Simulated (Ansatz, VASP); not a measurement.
# AlB2As3 in VASP and in Ansatz

```
CELL_PARAMETERS angstrom
-1.79152 1.79152 7.87339
1.79152 -1.79152 7.87339
1.79152 1.79152 -7.87339
ATOMIC_POSITIONS crystal
Al 0.50000 0.50000 0.00000
B 0.82459 0.82459 0.00000
B 0.17541 0.17541 0.00000
As 0.60162 0.10162 0.50000
As 0.25000 0.75000 0.50000
As 0.89838 0.39838 0.50000
```

Alike in both runs: functional PBE; k mesh 6 × 6 × 6; occupations gaussian, width 0.1 eV; no spin polarisation.

Ansatz relaxed the structure, and its values are those at the end. VASP's run is a single point on that final structure, the one shown.

```csv
,VASP,Ansatz
version,VASP 6.6.1,Ansatz 0.2.0
potentials or method,"VASP PAW PBE potentials, release 64 (Al, B, As), cutoff 520 eV","scalar-relativistic, plane waves, PAW"
valence electrons in the cell,24,54
```

Ansatz gave:

* gap on the k mesh at the Fermi level (eV): 0.63
* least direct gap on the mesh (eV): 0.68
* pressure (GPa): 0.0
* rms of the force components (eV/Å): 0.019

Problem. What did VASP give for the same quantities?

Solution. gap on the k mesh at the Fermi level (eV): 0.63; least direct gap on the mesh (eV): 0.68; pressure (GPa): 0.3; rms of the force components (eV/Å): 0.017.

VASP's potentials hold 24 valence electrons a cell and Ansatz's 54, so a difference there can come from the potentials and not from the codes.
